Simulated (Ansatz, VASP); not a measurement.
**Two plane-wave programs on InSb3**

INCAR

```
PREC = Accurate
ENCUT = 520
EDIFF = 1E-6
ISMEAR = 0
SIGMA = 0.15
LREAL = False
LASPH = True
NELM = 100
ALGO = Normal
ISIF = 2
LWAVE = False
LCHARG = False
GGA = PS
IVDW = 12
NBANDS = 22
```

The input KPOINTS:

```
regular mesh
0
Gamma
  12 12 12
```

The input POSCAR:

```
InSb3
1.0
    0.0000000000      3.7353077299      3.6620664019
    3.5888250739      0.0000000000      3.6620664019
    3.5888250739      3.7353077299      0.0000000000
In Sb
1 3
Direct
    0.0000000000      0.0000000000      0.0000000000
    0.2500000000      0.2500000000      0.2500000000
    0.7500000000      0.7500000000      0.7500000000
    0.5000000000      0.5000000000      0.5000000000
```

Input for Ansatz:

```yaml
crystal:
  lattice:
    - [0.0, 3.7353077299, 3.6620664019]
    - [3.5888250739, 0.0, 3.6620664019]
    - [3.5888250739, 3.7353077299, 0.0]
  atoms:
    - { symbol: In, position: [0.0, 0.0, 0.0] }
    - { symbol: Sb, position: [0.25, 0.25, 0.25] }
    - { symbol: Sb, position: [0.75, 0.75, 0.75] }
    - { symbol: Sb, position: [0.5, 0.5, 0.5] }
basis:
  ecutwfc: 420
kpoints:
  mp_grid: { grid: [12, 12, 12] }
hamiltonian:
  xc: pbesol
  dispersion: d3bj
scf:
  occupations: { method: gaussian, width: 0.15 }
output:
  forces: true
  stress: true
  eigenvalues: true
```

Change from the starting cell: strain -0.0200 x Voigt [1, -1, 0, 0, 0, 0], atoms carried along.

Alike in both runs: task single point; functional PBEsol; dispersion D3(BJ); k mesh 12 × 12 × 12; occupations gaussian, width 0.15 eV; no spin polarisation.

|  | VASP | Ansatz |
| --- | --- | --- |
| version | VASP 6.6.1 | Ansatz 0.2.0 |
| potentials or method | VASP PAW PBE potentials, release 64 (In_d, Sb), cutoff 520 eV | scalar-relativistic, plane waves, PAW |
| valence electrons in the cell | 28 | 58 |

|  | VASP | Ansatz | Ansatz less VASP |
| --- | --- | --- | --- |
| gap on the k mesh at the Fermi level (eV) | none | none | - |
| pressure (GPa) | 0.4 | 0.3 | -0.03 |
| traceless stress, the component that is largest in VASP (GPa) | -0.44 | -0.44 | 0.000 |

VASP's potentials were made for PBE, not for PBEsol. A gap of «none» marks a metal or a gap that the smearing closes. VASP's potentials hold 28 valence electrons a cell and Ansatz's 58, so a difference there can come from the potentials and not from the codes.

Spin-orbit coupling is off throughout.
